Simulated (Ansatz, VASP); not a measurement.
In: VASP beside Ansatz

File INCAR:

```
PREC = Accurate ; ENCUT = 520
EDIFF = 1E-7 ; ISMEAR = 1
SIGMA = 0.1 ; LREAL = F
LASPH = T ; NELM = 80
ALGO = Normal ; ISIF = 2
LWAVE = F ; LCHARG = F
GGA = PE ; NBANDS = 12
```

Contents of KPOINTS:

```
regular mesh
0
Gamma
  11 11 14
```

File POSCAR:

```
In
1.0
   -1.6482197047      1.6973406184      2.5249789927
    1.6973406184     -1.6482197047      2.5249789927
    1.6043570008      1.6043570008     -2.4927016059
In
1
Direct
    0.0000000000      0.0000000000      0.0000000000
```

Input for Ansatz:

```yaml
crystal:
  lattice:
    - [-1.6482197047, 1.6973406184, 2.5249789927]
    - [1.6973406184, -1.6482197047, 2.5249789927]
    - [1.6043570008, 1.6043570008, -2.4927016059]
  atoms:
    - { symbol: In, position: [0.0, 0.0, 0.0] }
hamiltonian:
  xc: pbe
  pseudopotentials:
    kind: paw
    azcp:
      In: "pseudopotentials/In.paw.azcp"
basis:
  ecutwfc: 420
  fft_grid_basis: typed
kpoints:
  mp_grid: { grid: [11, 11, 14], shift: [0, 0, 0] }
magnetization:
  spin_polarized: false
scf:
  occupations: { method: cold, width: 0.1 }
  lower_state_search: "off"
output:
  stress: true
```

Alike in both runs: task single point; functional PBE; k mesh 11 × 11 × 14; no spin polarisation.

|  | VASP | Ansatz |
| --- | --- | --- |
| version | VASP 6.6.1 | Ansatz 0.2.0 |
| potentials or method | VASP PAW PBE potentials, release 64 (In_d), cutoff 520 eV | plane waves (420 eV) with PAW, scalar-relativistic |
| occupations | methfessel-paxton of order 1, width 0.1 eV | cold, width 0.1 eV |
| valence electrons in the cell | 13 | 13 |

VASP gave:

```
pressure (GPa)                                                : 0.0
traceless stress, the component that is largest in VASP (GPa) : -0.26
```

Problem. Estimate Ansatz's values.

Solution. Pressure (GPa): 0.0; traceless stress, the component that is largest in VASP (GPa): -0.29.
